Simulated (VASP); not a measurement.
# SiSe2 (Ibam) in VASP: relaxation of cell and atoms with PBE

Aim: the relaxation of cell and atoms of SiSe2 with PBE.

All numbers are computed with VASP 6.6.1; they aren't measurements. Logs are shortened: lines on timing, memory, paths and dates and some standing lists are left out, and cuts for length are marked.

## (1) The cell of the first run

It takes space group Ibam (No. 72, orthorhombic). Conventional cell: a = 6.224 Å, b = 10.020 Å, c = 5.871 Å, α = 90.00°, β = 90.00°, γ = 90.00°. Si (site symmetry 222) has 4 Se at 2.28 Å and 2 Si at 2.94 Å within 3.0 Å. Within 3.0 Å of Se (site symmetry m) lie 2 Si at 2.28 Å.

## (2) Relaxation of cell and atoms, PBE

INCAR

```
SYSTEM = SiSe2
PREC = Accurate ; ENCUT = 500
EDIFF = 1E-7 ; ISMEAR = 0
SIGMA = 0.02 ; LREAL = .FALSE.
LASPH = .TRUE. ; NELM = 120
ALGO = Normal ; ISIF = 3
LWAVE = .FALSE. ; LCHARG = .FALSE.
GGA = PE ; IBRION = 2
NSW = 70 ; EDIFFG = -0.02
GGA_COMPAT = .FALSE. ; NELMIN = 4
```

KPOINTS

```
regular mesh
0
G
  6 6 6
  0 0 0
```

POSCAR

```
SiSe2
1.0
   -3.1120166800      5.0102210000      2.9354493600
    3.1120166800     -5.0102210000      2.9354493600
    3.1120166800      5.0102210000     -2.9354493600
Si Se
2 4
Direct
    0.7500000000      0.7500000000      0.0000000000
    0.2500000000      0.2500000000      0.0000000000
    0.1206518800      0.2032192100      0.3238710800
    0.8793481000      0.7967808200      0.6761289200
    0.3793481300      0.7032191800      0.0825673300
    0.6206519000      0.2967807900      0.9174326700
```

Potentials or basis: VASP PAW PBE potentials, release 64 (Si, Se).

Launch:

```bash
> cat potpaw_PBE.64/Si/POTCAR potpaw_PBE.64/Se/POTCAR > POTCAR
> mpirun -np 1 vasp_std > vasp.out
```

OUTCAR:

```text
SYSTEM = SiSe2
   PREC = Accurate
   ENCUT = 500
   EDIFF = 1E-7
   ISMEAR = 0
   LREAL = .FALSE.
   LASPH = .TRUE.
   NELM = 120
   ISIF = 3
   GGA = PE
   IBRION = 2
   NSW = 70
   EDIFFG = -0.02
   NELMIN = 4

 ion  position               nearest neighbor table
   1  0.750  0.750  0.000-   5 2.28   3 2.28   4 2.28   6 2.28   2 2.94   2 2.94
   2  0.250  0.250  0.000-   5 2.28   3 2.28   4 2.28   6 2.28   1 2.94   1 2.94
   3  0.121  0.203  0.324-   2 2.28   1 2.28
   4  0.879  0.797  0.676-   2 2.28   1 2.28
   5  0.379  0.703  0.083-   2 2.28   1 2.28
   6  0.621  0.297  0.917-   1 2.28   2 2.28

  LATTYP: Found a body centered orthorhombic cell.
 ALAT       =     5.8708987200
 B/A-ratio  =     1.0601500140
 C/A-ratio  =     1.7067986484

  Lattice vectors:

 A1 = (   3.1120166800,   5.0102210000,  -2.9354493600)
 A2 = (  -3.1120166800,   5.0102210000,   2.9354493600)
 A3 = (   3.1120166800,  -5.0102210000,   2.9354493600)

Analysis of symmetry for initial positions (statically):
=====================================================================
 Subroutine PRICEL returns:
 Original cell was already a primitive cell.

 Routine SETGRP: Setting up the symmetry group for a
 body centered orthorhombic supercell.

 Subroutine GETGRP returns: Found  8 space group operations
 (whereof  4 operations were pure point group operations)
 out of a pool of  8 trial point group operations.

The static configuration has the point symmetry C_2h.
 The point group associated with its full space group is D_2h.

Analysis of symmetry for dynamics (positions and initial velocities):
=====================================================================
 Subroutine PRICEL returns:
 Original cell was already a primitive cell.

 Routine SETGRP: Setting up the symmetry group for a
 body centered orthorhombic supercell.

 Subroutine GETGRP returns: Found  8 space group operations
 (whereof  4 operations were pure point group operations)
 out of a pool of  8 trial point group operations.

The dynamic configuration has the point symmetry C_2h.
 The point group associated with its full space group is D_2h.

 Subroutine INISYM returns: Found  8 space group operations
 (whereof  4 operations are pure point group operations),
 and found     1 'primitive' translations

----------------------------------------------------------------------------------------

                                     Primitive cell

  volume of cell :     183.0768

  direct lattice vectors                    reciprocal lattice vectors
    -3.112016680  5.010221000  2.935449360     0.000000000  0.099795997  0.170331673
     3.112016680 -5.010221000  2.935449360     0.160667519  0.000000000  0.170331673
     3.112016680  5.010221000 -2.935449360     0.160667519  0.099795997  0.000000000

  length of vectors
     6.588157954  6.588157954  6.588157954     0.197413575  0.234151512  0.189138290

  position of ions in fractional coordinates (direct lattice)
     0.750000000  0.750000000  0.000000000
     0.250000000  0.250000000  0.000000000
     0.120651880  0.203219210  0.323871080
     0.879348100  0.796780820  0.676128920
     0.379348130  0.703219180  0.082567330
     0.620651900  0.296780790  0.917432670

  ion indices of the primitive-cell ions
   primitive index   ion index
                 1           1
                 2           2
                 3           3
                 4           4
                 5           5
                 6           6

----------------------------------------------------------------------------------------

 KPOINTS: regular mesh

Automatic generation of k-mesh.
 Grid dimensions read from file:
 generate k-points for:    6    6    6

 Generating k-lattice:

  Cartesian coordinates                     Fractional coordinates (reciprocal lattice)
     0.000000000  0.016632666  0.028388612     0.166666667  0.000000000  0.000000000
     0.026777920  0.000000000  0.028388612     0.000000000  0.166666667  0.000000000
     0.026777920  0.016632666  0.000000000     0.000000000  0.000000000  0.166666667

  Length of vectors
     0.032902263  0.039025252  0.031523048

  Shift w.r.t. Gamma in fractional coordinates (k-lattice)
     0.000000000  0.000000000  0.000000000

 Subroutine IBZKPT returns following result:
 ===========================================

 Found     46 irreducible k-points:

 Following reciprocal coordinates:
            Coordinates               Weight
  0.000000  0.000000  0.000000      1.000000
  0.166667 -0.000000  0.000000      4.000000
  0.333333 -0.000000  0.000000      4.000000
  0.500000 -0.000000  0.000000      2.000000
  0.000000  0.166667  0.000000      4.000000
  0.166667  0.166667  0.000000      8.000000
[... 16 lines left out ...]
 -0.166667  0.166667  0.166667      2.000000
  0.166667  0.333333  0.166667      4.000000
 [... further k-points ...]
   k-points           NKPTS =     46   k-points in BZ     NKDIM =     46   number of bands    NBANDS=     20
   number of dos      NEDOS =    301   number of ions     NIONS =      6
   total plane-waves  NPLWV = 110592
   dimension x,y,z NGX =    48 NGY =   48 NGZ =   48
   dimension x,y,z NGXF=    96 NGYF=   96 NGZF=   96
   ions per type =               2   4
   NGX,Y,Z   is equivalent  to a cutoff of  12.11, 12.11, 12.11 a.u.
   NGXF,Y,Z  is equivalent  to a cutoff of  24.22, 24.22, 24.22 a.u.
 SYSTEM =  SiSe2
   PREC   = accura    normal or accurate (medium, high low for compatibility)
   ISTART =      0    job   : 0-new  1-cont  2-samecut
   ICHARG =      2    charge: 1-file 2-atom 10-const
   ISPIN  =      1    spin polarized calculation?
   LNONCOLLINEAR =      F non collinear calculations
   LSORBIT =      F    spin-orbit coupling
   LASPH  =      T    aspherical Exc in radial PAW
   ENCUT  =  500.0 eV  36.75 Ry    6.06 a.u.  12.01 12.01 12.01*2*pi/ulx,y,z
   NELM   =    120;   NELMIN=  4; NELMDL= -5     # of ELM steps
   EDIFF  = 0.1E-06   stopping-criterion for ELM
   LREAL  =      F    real-space projection
   EDIFFG = -.2E-01   stopping-criterion for IOM
   NSW    =     70    number of steps for IOM
   IBRION =      2    ionic relax: 0-MD 1-quasi-New 2-CG
   NFREE  =      1    steps in history (QN), initial steepest desc. (CG)
   ISIF   =      3    stress and relaxation
   ISYM   =      2    0-nonsym 1-usesym 2-fastsym
   POTIM  = 0.5000    time-step for ionic-motion
   TEBEG  =    0.0;   TEEND  =   0.0 temperature during run
   PSTRESS=    0.0 pullay stress
   NELECT =      32.0000    total number of electrons
   NUPDOWN=      -1.0000    fix difference up-down
   EMIN   =  10.00;   EMAX   =-10.00  energy-range for DOS
   EFERMI =   0.00;   METHOD = LEGACY
   ISMEAR =     0;   SIGMA  =   0.02  broadening in eV -4-tet -1-fermi 0-gaus
   EFERMI_NEDOS =   21; number of points for ismear=-14 and -15
   IALGO  =     38    algorithm
   IMIX   =      4    mixing-type and parameters
     AMIX     =   0.40;   BMIX     =  1.00
     AMIX_MAG =   1.60;   BMIX_MAG =  1.00
  volume/ion in A,a.u.               =      30.51       205.91
  Fermi-wavevector in a.u.,A,eV,Ry     =   0.915336  1.729734 11.399496  0.837839
  Thomas-Fermi vector in A             =   2.040065
   LORBIT       =      0    0 simple, 1 ext, 2 COOP (PROOUT), +10 PAW based schemes
   GGA     = PE    functional components
   LHFCALC =     F    Hartree Fock is set to
   AEXX    =    0.0000 exact exchange contribution
   IVDW    =     0    specifies the selected vdW correction
   LEPSILON=     F    determine dielectric tensor
   LRPA    =     F    only Hartree local field effects (RPA)
 conjugate gradient relaxation of ions
 non-spin polarized calculation
 Gauss-broadening in eV      SIGMA  =   0.02
  energy-cutoff  :      500.00
  volume of cell :      183.08
 maximum number of plane-waves:      4680
   NGX = 25   NGY = 25   NGZ = 25

--------------------------------------- Ionic step        1  -------------------------------------------

 number of electron      32.0000003 magnetization

 Free energy of the ion-electron system (eV)
  ---------------------------------------------------
  ext. energy  EPLUGINS =         0.00000000
  ---------------------------------------------------
  free energy    TOTEN  =       -27.53133945 eV

  energy without entropy =      -27.53133945  energy(sigma->0) =      -27.53133945

------------------------ aborting loop because EDIFF is reached ----------------------------------------

  FORCE on cell =-STRESS in cart. coord.  units (eV):
  Direction    XX          YY          ZZ          XY          YZ          ZX
  --------------------------------------------------------------------------------------
  -------------------------------------------------------------------------------------
  Total        1.8287708      1.7970086      2.1738819      0.0000000      0.0000000      0.0000000
  in kB       16.0042927     15.7263293     19.0244952      0.0000000      0.0000000      0.0000000
  external PRESSURE =      16.9183724 kB  Pullay stress =       0.0000000 kB
[... 101 lines left out ...]
  FREE ENERGIE OF THE ION-ELECTRON SYSTEM (eV)
  ---------------------------------------------------
  free  energy   TOTEN  =       -27.5577983192 eV

  energy  without entropy=      -27.5577983192  energy(sigma->0) =      -27.55779832

[... ionic steps 4 to 8 ...]

--------------------------------------- Ionic step        9  -------------------------------------------

 number of electron      31.9999999 magnetization

------------------------ aborting loop because EDIFF is reached ----------------------------------------

  FORCE on cell =-STRESS in cart. coord.  units (eV):
  Direction    XX          YY          ZZ          XY          YZ          ZX
  --------------------------------------------------------------------------------------
  -------------------------------------------------------------------------------------
  Total        0.1698169      0.2466274     -0.7372694      0.0000000      0.0000000      0.0000000
  in kB        1.2999808      1.8879798     -5.6439380      0.0000000      0.0000000      0.0000000
  external PRESSURE =      -0.8186591 kB  Pullay stress =       0.0000000 kB
[... 65 lines left out ...]
  energy  without entropy=      -27.5924616738  energy(sigma->0) =      -27.59246167

--------------------------------------- Ionic step       11  -------------------------------------------

 number of electron      32.0000000 magnetization

 Free energy of the ion-electron system (eV)
  ---------------------------------------------------
  ext. energy  EPLUGINS =         0.00000000
  ---------------------------------------------------
  free energy    TOTEN  =       -27.59468985 eV

  energy without entropy =      -27.59468985  energy(sigma->0) =      -27.59468985

 E-fermi :   0.2593     XC(G=0):  -7.0416

 val. band max:        0.1359131904   @ k =  -0.3333   0.3333   0.3333
 cond. band min:       2.3665459978   @ k =   0.5000  -0.3333   0.3333
 fundamental gap:      2.2306328074
 Fermi energy:         0.2592804009

 k-point     1 :       0.0000    0.0000    0.0000
  band No.  band energies     occupation
      1     -13.9283      2.00000
      2     -12.3323      2.00000
      3     -11.9968      2.00000
      4     -11.9296      2.00000
      5      -7.3399      2.00000
      6      -5.9986      2.00000
[... 12 lines left out ...]
     19       3.5794      0.00000
[... 513 lines left out ...]
      4     -12.0009      2.00000
      5      -6.3349      2.00000
      6      -6.3349      2.00000
[... 12 lines left out ...]
     19       4.0232      0.00000
     20       4.0232      0.00000

 [... further k-points ...]

------------------------ aborting loop because EDIFF is reached ----------------------------------------

  FORCE on cell =-STRESS in cart. coord.  units (eV):
  Direction    XX          YY          ZZ          XY          YZ          ZX
  --------------------------------------------------------------------------------------
  -------------------------------------------------------------------------------------
  Total       -0.0449050      0.0462758     -0.0422538      0.0000000      0.0000000      0.0000000
  in kB       -0.3333671      0.3435441     -0.3136851      0.0000000      0.0000000      0.0000000
  external PRESSURE =      -0.1011694 kB  Pullay stress =       0.0000000 kB
[... 21 lines left out ...]
  FREE ENERGIE OF THE ION-ELECTRON SYSTEM (eV)
  ---------------------------------------------------
  free  energy   TOTEN  =       -27.5946898519 eV

  energy  without entropy=      -27.5946898519  energy(sigma->0) =      -27.59468985

 reached required accuracy - stopping structural energy minimisation
```

It took 22 min on 1 thread of Oxide Virtual Turin-like, shared host; peak memory 0.39 GiB.

Results:

```yaml
Free_energy: -27.5947 eV
Relaxed_volume: 35.97 Å³/atom
Relaxed_cell: a = 7.059 Å, b = 7.059 Å, c = 7.059 Å, α = 123.93°, β = 78.20°, γ = 130.27°
Space_group_after_relaxing_to_0.1_Å: Ibam (No. 72)
Energy_gained_by_relaxing: 10.6 meV/atom
Ionic_steps: 11
Pressure_after_relaxing: 0.0 GPa
Largest_force_after_relaxing: 0.012 eV/Å
Band_gap_on_the_k_mesh: 2.23 eV (least direct gap 2.30 eV)
```

Forces in eV/Å, atoms in the order of the input:
```
Si   0.000  0.000  0.000
Si   0.000  0.000  0.000
Se  -0.011  0.003  0.000
Se   0.011 -0.003  0.000
Se  -0.011 -0.003  0.000
Se   0.011  0.003  0.000
```

Step by step:
| step | energy change (eV) | largest force (eV/Å) | pressure (GPa) | volume (Å³) |
| --- | --- | --- | --- | --- |
| 1 | 0.0000 | 0.3292 | 1.69 | 183.08 |
| 2 | 0.0022 | 0.5211 | -1.35 | 191.75 |
| 3 | -0.0265 | 0.1041 | 0.12 | 187.23 |
| 4 | -0.0289 | 0.0963 | 0.11 | 188.03 |
| 5 | -0.0354 | 0.0718 | 0.09 | 190.43 |
| 6 | -0.0448 | 0.0186 | 0.06 | 195.30 |
| 7 | -0.0500 | 0.1074 | 0.09 | 205.25 |
| 8 | -0.0521 | 0.0869 | 0.05 | 206.26 |
| 9 | -0.0571 | 0.0278 | -0.08 | 209.29 |
| 10 | -0.0611 | 0.0878 | -0.31 | 215.40 |
| 11 | -0.0634 | 0.0115 | -0.01 | 215.82 |

Final structure:
```cif
data_structure
_symmetry_space_group_name_H-M 'P 1'
_symmetry_Int_Tables_number 1
_cell_length_a 7.0591
_cell_length_b 7.0591
_cell_length_c 7.0591
_cell_angle_alpha 123.930
_cell_angle_beta 78.199
_cell_angle_gamma 130.265
_cell_volume 215.82
loop_
_atom_site_label
_atom_site_type_symbol
_atom_site_fract_x
_atom_site_fract_y
_atom_site_fract_z
_atom_site_occupancy
Si1 Si 0.75000 0.75000 0.00000 1
Si2 Si 0.25000 0.25000 0.00000 1
Se1 Se 0.11203 0.19046 0.30249 1
Se2 Se 0.88797 0.80954 0.69751 1
Se3 Se 0.38797 0.69046 0.07843 1
Se4 Se 0.61203 0.30954 0.92157 1
```

Caveat: the volume moved by over 15 % at a fixed basis, so the end points are rough. A k mesh can miss the band edges.
